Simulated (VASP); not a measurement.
Set up this calculation in VASP 6.6.1, as the native input.

| Quantity | Value |
| --- | --- |
| Task | single point |
| Functional | PBEsol |
| Potentials or basis | VASP PAW PBE potentials, release 64 (K_sv, Nb_sv, O) |
| Cutoff | 600 eV |
| k mesh | 6 × 6 × 6 |
| Occupations | gaussian, width 0.01 eV |
| Spin | no spin polarisation |
| Dipole correction | no |
| Further INCAR settings | ALGO = Normal; EDIFF = 1e-06; NBANDS = 28 |

The structure of KNbO3 lies in POSCAR:

```
KNbO3
1.0
    4.0021406886      0.0000000000      0.0000000000
    0.0000000000      4.0021406886      0.0000000000
    0.0000000000      0.0000000000      4.0021406886
K Nb O
1 1 3
Direct
    0.0000000000      0.0000000000      0.0000000000
    0.5000000000      0.5000000000      0.5000000000
    0.0000000000      0.5000000000      0.5000000000
    0.5000000000      0.0000000000      0.5000000000
    0.5000000000      0.5000000000      0.0000000000
```

One way to write it, as run:

INCAR

```
  PREC = Accurate
  ENCUT = 600
  EDIFF = 1E-6
  ISMEAR = 0
  SIGMA = 0.01
  LREAL = F
  LASPH = T
  NELM = 120
  ALGO = Normal
  ISIF = 2
  LWAVE = F
  LCHARG = F
  GGA = PS
  NBANDS = 28
  GGA_COMPAT = F
```

KPOINTS

```
Automatic mesh
0
Gamma
  6 6 6
```

Potentials or basis: VASP PAW PBE potentials, release 64 (K_sv, Nb_sv, O).

Launch:

```console
$ cat potpaw_PBE.64/K_sv/POTCAR potpaw_PBE.64/Nb_sv/POTCAR potpaw_PBE.64/O/POTCAR > POTCAR
$ mpirun -np 1 vasp_std > vasp.out
```

It gave:

* Pressure: -2.4 GPa
* Band gap on the k mesh: 1.49 eV, indirect (least direct gap 2.15 eV)

Caveat: the PAW data sets were made with another functional, which shifts forces and pressure a little.

Run time: 34 s on 1 thread of Intel(R) Xeon(R) Platinum 8488C (Sapphire Rapids), with other jobs on the host, peak memory 0.2 GiB.
